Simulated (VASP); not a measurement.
# ZrSi2 (Cmcm) in VASP: notebook

Runs on ZrSi2. Level: PBE. Tasks: single point.

Program: VASP 6.6.1. These are calculated values, not measurements. Logs are shortened: lines on timing, memory, paths and dates and some standing lists are left out, and cuts for length are marked.

## Step 1: The cell of the first run

It takes space group Cmcm (No. 63, orthorhombic). Conventional cell: a = 3.706 Å, b = 14.735 Å, c = 3.672 Å, α = 90.00°, β = 90.00°, γ = 90.00°. Within 3.8 Å of Zr (site symmetry m2m) lie 10 Si at 2.72 to 2.97 Å and 6 Zr at 3.61 to 3.71 Å. Within 3.2 Å of Si (site symmetry m2m) lie 2 Si at 2.40 Å and 6 Zr at 2.72 to 2.97 Å. Within 3.5 Å of Si (site symmetry m2m) lie 8 Si at 2.61 to 3.45 Å and 4 Zr at 2.81 to 2.83 Å.

## Step 2: Single point, PBE

File INCAR:

```
SYSTEM = ZrSi2
PREC = Accurate
ENCUT = 520
EDIFF = 1E-6
ISMEAR = 0
SIGMA = 0.1
LREAL = .False.
LASPH = .True.
NELM = 100
ALGO = Normal
ISIF = 2
LWAVE = .False.
LCHARG = .False.
GGA = PE
NBANDS = 29
```

File KPOINTS:

```
Automatic mesh
0
Gamma
  6 6 6
  0 0 0
```

File POSCAR:

```
ZrSi2
1.0
    1.8530000000     -7.3675000000      0.0000000000
    1.8530000000      7.3675000000      0.0000000000
    0.0000000000      0.0000000000      3.6720000000
Zr Si
2 4
Direct
    0.8946000000      0.1054000000      0.2500000000
    0.1054000000      0.8946000000      0.7500000000
    0.5522000000      0.4478000000      0.2500000000
    0.4478000000      0.5522000000      0.7500000000
    0.2496000000      0.7504000000      0.2500000000
    0.7504000000      0.2496000000      0.7500000000
```

Potentials or basis: VASP PAW PBE potentials, release 64 (Zr_sv, Si).

Command:

```
$ cat potpaw_PBE.64/Zr_sv/POTCAR potpaw_PBE.64/Si/POTCAR > POTCAR
$ mpirun -np 1 vasp_std > vasp.out
```

OUTCAR:

```text
SYSTEM = ZrSi2
   PREC = Accurate
   ENCUT = 520
   EDIFF = 1E-6
   ISMEAR = 0
   LREAL = .False.
   LASPH = .True.
   NELM = 100
   ISIF = 2
   GGA = PE

 ion  position               nearest neighbor table
   1  0.895  0.105  0.250-   4 2.72   4 2.72   4 2.72   4 2.72   6 2.81   6 2.81   5 2.83   5 2.83
                             3 2.97   3 2.97   2 3.61   2 3.61
   2  0.105  0.895  0.750-   3 2.72   3 2.72   3 2.72   3 2.72   5 2.81   5 2.81   6 2.83   6 2.83
                             4 2.97   4 2.97   1 3.61   1 3.61
   3  0.552  0.448  0.250-   4 2.40   4 2.40   2 2.72   2 2.72   2 2.72   2 2.72   1 2.97   1 2.97

   4  0.448  0.552  0.750-   3 2.40   3 2.40   1 2.72   1 2.72   1 2.72   1 2.72   2 2.97   2 2.97

   5  0.250  0.750  0.250-   6 2.61   6 2.61   6 2.61   6 2.61   2 2.81   2 2.81   1 2.83   1 2.83

   6  0.750  0.250  0.750-   5 2.61   5 2.61   5 2.61   5 2.61   1 2.81   1 2.81   2 2.83   2 2.83

  LATTYP: Found a base centered orthorhombic cell.
 ALAT       =     3.7060000000
 B/A-ratio  =     3.9759848894
 C/A-ratio  =     0.9908256881

  Lattice vectors:

 A1 = (   1.8530000000,  -7.3675000000,   0.0000000000)
 A2 = (   1.8530000000,   7.3675000000,   0.0000000000)
 A3 = (   0.0000000000,   0.0000000000,   3.6720000000)

Analysis of symmetry for initial positions (statically):
=====================================================================
 Subroutine PRICEL returns:
 Original cell was already a primitive cell.

 Routine SETGRP: Setting up the symmetry group for a
 base centered orthorhombic supercell.

 Subroutine GETGRP returns: Found  8 space group operations
 (whereof  4 operations were pure point group operations)
 out of a pool of  8 trial point group operations.

The static configuration has the point symmetry C_2h.
 The point group associated with its full space group is D_2h.

Analysis of symmetry for dynamics (positions and initial velocities):
=====================================================================
 Subroutine PRICEL returns:
 Original cell was already a primitive cell.

 Routine SETGRP: Setting up the symmetry group for a
 base centered orthorhombic supercell.

 Subroutine GETGRP returns: Found  8 space group operations
 (whereof  4 operations were pure point group operations)
 out of a pool of  8 trial point group operations.

The dynamic configuration has the point symmetry C_2h.
 The point group associated with its full space group is D_2h.

 Subroutine INISYM returns: Found  8 space group operations
 (whereof  4 operations are pure point group operations),
 and found     1 'primitive' translations

----------------------------------------------------------------------------------------

                                     Primitive cell

  volume of cell :     100.2601

  direct lattice vectors                    reciprocal lattice vectors
     1.853000000 -7.367500000  0.000000000     0.269832704 -0.067865626  0.000000000
     1.853000000  7.367500000  0.000000000     0.269832704  0.067865626  0.000000000
     0.000000000  0.000000000  3.672000000     0.000000000  0.000000000  0.272331155

  length of vectors
     7.596951050  7.596951050  3.672000000     0.278236287  0.278236287  0.272331155

  position of ions in fractional coordinates (direct lattice)
     0.894600000  0.105400000  0.250000000
     0.105400000  0.894600000  0.750000000
     0.552200000  0.447800000  0.250000000
     0.447800000  0.552200000  0.750000000
     0.249600000  0.750400000  0.250000000
     0.750400000  0.249600000  0.750000000

  ion indices of the primitive-cell ions
   primitive index   ion index
                 1           1
                 2           2
                 3           3
                 4           4
                 5           5
                 6           6

----------------------------------------------------------------------------------------

 KPOINTS: Automatic mesh

Automatic generation of k-mesh.
 Grid dimensions read from file:
 generate k-points for:    6    6    6

 Generating k-lattice:

  Cartesian coordinates                     Fractional coordinates (reciprocal lattice)
     0.044972117 -0.011310938  0.000000000     0.166666667  0.000000000  0.000000000
     0.044972117  0.011310938  0.000000000     0.000000000  0.166666667  0.000000000
     0.000000000  0.000000000  0.045388526     0.000000000  0.000000000  0.166666667

  Length of vectors
     0.046372714  0.046372714  0.045388526

  Shift w.r.t. Gamma in fractional coordinates (k-lattice)
     0.000000000  0.000000000  0.000000000

 Subroutine IBZKPT returns following result:
 ===========================================

 Found     52 irreducible k-points:

 Following reciprocal coordinates:
            Coordinates               Weight
  0.000000  0.000000  0.000000      1.000000
  0.166667  0.000000  0.000000      4.000000
  0.333333 -0.000000  0.000000      4.000000
  0.500000  0.000000  0.000000      2.000000
  0.166667  0.166667  0.000000      2.000000
  0.333333  0.166667  0.000000      4.000000
[... 16 lines left out ...]
  0.333333  0.333333  0.166667      4.000000
  0.500000  0.333333  0.166667      8.000000
 [... further k-points ...]
   k-points           NKPTS =     52   k-points in BZ     NKDIM =     52   number of bands    NBANDS=     29
   number of dos      NEDOS =    301   number of ions     NIONS =      6
   total plane-waves  NPLWV = 100800
   dimension x,y,z NGX =    60 NGY =   60 NGZ =   28
   dimension x,y,z NGXF=   120 NGYF=  120 NGZF=   56
   ions per type =               2   4
   NGX,Y,Z   is equivalent  to a cutoff of  13.13, 13.13, 12.68 a.u.
   NGXF,Y,Z  is equivalent  to a cutoff of  26.26, 26.26, 25.35 a.u.
 SYSTEM =  ZrSi2
   PREC   = accura    normal or accurate (medium, high low for compatibility)
   ISTART =      0    job   : 0-new  1-cont  2-samecut
   ICHARG =      2    charge: 1-file 2-atom 10-const
   ISPIN  =      1    spin polarized calculation?
   LNONCOLLINEAR =      F non collinear calculations
   LSORBIT =      F    spin-orbit coupling
   LASPH  =      T    aspherical Exc in radial PAW
   ENCUT  =  520.0 eV  38.22 Ry    6.18 a.u.  14.13 14.13  6.83*2*pi/ulx,y,z
   NELM   =    100;   NELMIN=  2; NELMDL= -5     # of ELM steps
   EDIFF  = 0.1E-05   stopping-criterion for ELM
   LREAL  =      F    real-space projection
[... 7 lines left out ...]
   TEBEG  =    0.0;   TEEND  =   0.0 temperature during run
   PSTRESS=    0.0 pullay stress
   NELECT =      40.0000    total number of electrons
   NUPDOWN=      -1.0000    fix difference up-down
   EMIN   =  10.00;   EMAX   =-10.00  energy-range for DOS
   EFERMI =   0.00;   METHOD = LEGACY
   ISMEAR =     0;   SIGMA  =   0.10  broadening in eV -4-tet -1-fermi 0-gaus
   EFERMI_NEDOS =   21; number of points for ismear=-14 and -15
   IALGO  =     38    algorithm
   IMIX   =      4    mixing-type and parameters
     AMIX     =   0.40;   BMIX     =  1.00
     AMIX_MAG =   1.60;   BMIX_MAG =  1.00
  volume/ion in A,a.u.               =      16.71       112.76
  Fermi-wavevector in a.u.,A,eV,Ry     =   1.205180  2.277461 19.761917  1.452460
  Thomas-Fermi vector in A             =   2.340884
   LORBIT       =      0    0 simple, 1 ext, 2 COOP (PROOUT), +10 PAW based schemes
   GGA     = PE    functional components
   LHFCALC =     F    Hartree Fock is set to
   AEXX    =    0.0000 exact exchange contribution
   IVDW    =     0    specifies the selected vdW correction
   LEPSILON=     F    determine dielectric tensor
   LRPA    =     F    only Hartree local field effects (RPA)
 non-spin polarized calculation
 Gauss-broadening in eV      SIGMA  =   0.10
  energy-cutoff  :      520.00
  volume of cell :      100.26
 maximum number of plane-waves:      2718
 NGX is ok and might be reduce to    60
   NGX = 29   NGY = 29   NGZ = 13

 number of electron      40.0000000 magnetization

 Free energy of the ion-electron system (eV)
  ---------------------------------------------------
  ext. energy  EPLUGINS =         0.00000000
  ---------------------------------------------------
  free energy    TOTEN  =       -42.70612878 eV

  energy without entropy =      -42.69791609  energy(sigma->0) =      -42.70202244

 E-fermi :  10.0694     XC(G=0): -11.2729

 val. band max:       10.0515774914   @ k =   0.0000   0.0000   0.1667
 cond. band min:      10.0778453513   @ k =   0.3333   0.3333   0.1667
 fundamental gap:      0.0262678599
 Fermi energy:        10.0694189166

 k-point     1 :       0.0000    0.0000    0.0000
  band No.  band energies     occupation
      1     -38.7383      2.00000
      2     -38.7258      2.00000
      3     -16.9769      2.00000
      4     -16.8303      2.00000
      5     -16.8110      2.00000
      6     -16.8079      2.00000
[... 21 lines left out ...]
     28      12.9950      0.00000
     29      14.0306      0.00000

 k-point     2 :       0.1667    0.0000    0.0000
  band No.  band energies     occupation
      1     -38.7359      2.00000
      2     -38.7236      2.00000
      3     -16.9676      2.00000
      4     -16.8773      2.00000
      5     -16.8501      2.00000
      6     -16.8082      2.00000
[... 21 lines left out ...]
     28      13.1543      0.00000
     29      13.9647      0.00000

 k-point     3 :       0.3333   -0.0000    0.0000
  band No.  band energies     occupation
      1     -38.7312      2.00000
      2     -38.7193      2.00000
      3     -16.9717      2.00000
      4     -16.9472      2.00000
      5     -16.9326      2.00000
      6     -16.8027      2.00000
[... 21 lines left out ...]
     28      13.3048      0.00000
     29      14.5124      0.00000

 k-point     4 :       0.5000    0.0000    0.0000
  band No.  band energies     occupation
      1     -38.7289      2.00000
      2     -38.7171      2.00000
      3     -17.0162      2.00000
      4     -16.9746      2.00000
      5     -16.9375      2.00000
      6     -16.8001      2.00000
[... 21 lines left out ...]
     28      13.4378      0.00000
     29      13.5676      0.00000

 k-point     5 :       0.1667    0.1667    0.0000
  band No.  band energies     occupation
      1     -38.7313      2.00000
      2     -38.7193      2.00000
      3     -16.9710      2.00000
      4     -16.9491      2.00000
      5     -16.9334      2.00000
      6     -16.8006      2.00000
[... 21 lines left out ...]
     28      13.6132      0.00000
     29      13.9865      0.00000
[... 510 lines left out ...]
     28      13.7952      0.00000
     29      13.8889      0.00000

 k-point    22 :      -0.1667    0.1667    0.1667
  band No.  band energies     occupation
      1     -38.7349      2.00000
      2     -38.7242      2.00000
      3     -16.9607      2.00000
      4     -16.8436      2.00000
      5     -16.8246      2.00000
      6     -16.8045      2.00000
[... 21 lines left out ...]
     28      13.6622      0.00000
     29      13.9452      0.00000

 k-point    23 :       0.3333    0.3333    0.1667
  band No.  band energies     occupation
      1     -38.7280      2.00000
      2     -38.7178      2.00000
      3     -16.9641      2.00000
      4     -16.9287      2.00000
      5     -16.9285      2.00000
      6     -16.8336      2.00000
[... 21 lines left out ...]
     28      13.9998      0.00000
     29      14.0038      0.00000

 k-point    24 :       0.5000    0.3333    0.1667
  band No.  band energies     occupation
      1     -38.7325      2.00000
      2     -38.7222      2.00000
      3     -16.9459      2.00000
      4     -16.8704      2.00000
      5     -16.8482      2.00000
      6     -16.8433      2.00000
[... 21 lines left out ...]
     28      13.8210      0.00000
     29      13.9986      0.00000

 [... further k-points ...]

------------------------ aborting loop because EDIFF is reached ----------------------------------------

  FORCE on cell =-STRESS in cart. coord.  units (eV):
  Direction    XX          YY          ZZ          XY          YZ          ZX
  --------------------------------------------------------------------------------------
  -------------------------------------------------------------------------------------
  Total        0.5306791      0.7893482      0.5200979      0.0000000      0.0000000      0.0000000
  in kB        8.4803605     12.6139457      8.3112709      0.0000000      0.0000000      0.0000000
  external PRESSURE =       9.8018590 kB  Pullay stress =       0.0000000 kB

 VOLUME and BASIS-vectors are now :
 -----------------------------------------------------------------------------
  energy-cutoff  :      520.00
  volume of cell :      100.26
      direct lattice vectors                 reciprocal lattice vectors
     1.853000000 -7.367500000  0.000000000     0.269832704 -0.067865626  0.000000000
     1.853000000  7.367500000  0.000000000     0.269832704  0.067865626  0.000000000
     0.000000000  0.000000000  3.672000000     0.000000000  0.000000000  0.272331155

 POSITION                                       TOTAL-FORCE (eV/Angst)
 -----------------------------------------------------------------------------------
      1.85300     -5.81443      0.91800         0.000000     -0.107018      0.000000
      1.85300      5.81443      2.75400         0.000000      0.107018      0.000000
      1.85300     -0.76917      0.91800         0.000000     -0.190647      0.000000
      1.85300      0.76917      2.75400         0.000000      0.190647     -0.000000
      1.85300      3.68964      0.91800         0.000000     -0.054207     -0.000000
      1.85300     -3.68964      2.75400         0.000000      0.054207      0.000000
 -----------------------------------------------------------------------------------
    total drift:                               -0.000000      0.000000      0.000000

  FREE ENERGIE OF THE ION-ELECTRON SYSTEM (eV)
  ---------------------------------------------------
  free  energy   TOTEN  =       -42.7061287832 eV

  energy  without entropy=      -42.6979160886  energy(sigma->0) =      -42.70202244
```

Wall time 2.9 min (1 thread of AMD EPYC 7R13 (Zen 3), shared host); peak memory 0.34 GiB.

What came out:

```
Free energy            : -42.7061 eV
Pressure               : 1.0 GPa
Largest force          : 0.191 eV/Å
Band gap on the k mesh : zero (bands 20 and 21 overlap by 0.84 eV)
```

Forces in eV/Å, atoms in the order of the input:
```
Zr   0.000 -0.107  0.000
Zr   0.000  0.107  0.000
Si   0.000 -0.191  0.000
Si   0.000  0.191  0.000
Si   0.000 -0.054  0.000
Si   0.000  0.054  0.000
```

(Continued in part 2 of 2.)
